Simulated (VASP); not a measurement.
# Au: single point with LDA

Au:

```
Au
1.0
     2.66388    0.00000    0.00000
    -1.33194    2.30698    0.00000
     0.00000    0.00000    2.61616
Au
1
Direct
  0.00000 0.00000 0.00000
```

| Item | Value |
| --- | --- |
| Program | VASP 6.6.1 |
| Task | single point |
| Functional | LDA |
| Potentials or basis | VASP PAW LDA potentials, release 64 (Au) |
| Cutoff | 520 eV |
| k mesh | 16 × 16 × 15 |
| Occupations | fermi-dirac, width 0.1 eV |
| Spin | no spin polarisation |
| Dipole correction | no |
| Further INCAR settings | ALGO = Normal; EDIFF = 1e-06; NBANDS = 12 |

```
Pressure : 23.7 GPa
```

Stress tensor (GPa, compression positive):
```
23.80  0.00  0.00
 0.00 23.80  0.00
 0.00  0.00 23.39
```

Levels at points of the mesh, in eV from the Fermi level:
| k point | band 3 | band 4 | band 5 | band 6 | band 7 | band 8 | band 9 | band 10 |
| --- | --- | --- | --- | --- | --- | --- | --- | --- |
| (0.00, 0.00, 0.00) | -5.06 | -5.06 | -1.65 | -1.65 | 13.35 | 15.13 | 20.50 | 20.50 |
| (0.50, 0.00, 0.00) | -3.96 | -2.15 | -1.17 | -1.01 | 4.02 | 12.71 | 17.11 | 20.53 |

Wall time 18 s on 1 thread of Intel(R) Xeon(R) Platinum 8488C (Sapphire Rapids), with other jobs on the host, peak memory 0.15 GiB.

Caveat: spin-orbit coupling is left out, which moves the levels of the heavy elements.
